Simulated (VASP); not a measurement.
Write the native input for VASP 6.6.1 that does the following.

| Quantity | Value |
| --- | --- |
| Task | relaxation of cell and atoms |
| Functional | PBE |
| Potentials or basis | VASP PAW PBE potentials, release 64 (Zr_sv) |
| Cutoff | 600 eV |
| k mesh | 18 × 18 × 18 |
| Occupations | fermi-dirac, width 0.1 eV |
| Spin | no spin polarisation |
| Target pressure | 200 GPa |
| Dipole correction | no |
| Further INCAR settings | ALGO = Normal; EDIFF = 1e-06; IBRION = 2; EDIFFG = -0.005; NSW = 32; ISIF = 3 |

The structure of Zr lies in POSCAR:

```
Zr
1.0
   -2.1997732614      2.1997732614      1.2216369989
    2.1997732614     -2.1997732614      1.2216369989
    2.1997732614      2.1997732614     -1.2216369989
Zr
2
Direct
   -0.3750000000     -0.1250000000     -0.2500000000
    0.3750000000      0.1250000000      0.2500000000
```

The input as run:

INCAR

```
ALGO = Normal
EDIFF = 1E-6
EDIFFG = -0.005
ENCUT = 600
GGA = PE
IBRION = 2
ISIF = 3
ISMEAR = -1
LASPH = True
LCHARG = False
LREAL = False
LWAVE = False
NELM = 80
NSW = 32
PREC = Accurate
PSTRESS = 2000.0
SIGMA = 0.1
```

KPOINTS

```
k-points
0
Gamma
  18 18 18
```

Potentials or basis: VASP PAW PBE potentials, release 64 (Zr_sv).

The run is started by

```sh
$ cat potpaw_PBE.64/Zr_sv/POTCAR > POTCAR
$ mpirun -np 1 vasp_std > vasp.out
```

Results of the run:

```
Relaxed volume                                             : 11.86 Å³/atom
Relaxed cell                                               : a = 3.347 Å, b = 3.347 Å, c = 3.347 Å, α = 97.66°, β = 97.66°, γ = 137.18°
Space group after relaxing (to 0.1 Å)                      : I4_1/amd (No. 141)
Energy change on relaxing (the run minimises the enthalpy) : -46.3 meV/atom
Ionic steps                                                : 15
Pressure after relaxing                                    : 200.0 GPa
Band gap on the k mesh                                     : zero (bands 12 and 13 overlap by 3.50 eV)
```

Caveat: the cell is relaxed towards a set pressure, so the run minimises the enthalpy, not the energy.

Wall time 20 min on 1 thread of AMD EPYC 7R43 64-Core Processor (Zen 3), with other jobs on the host, peak memory 0.28 GiB.
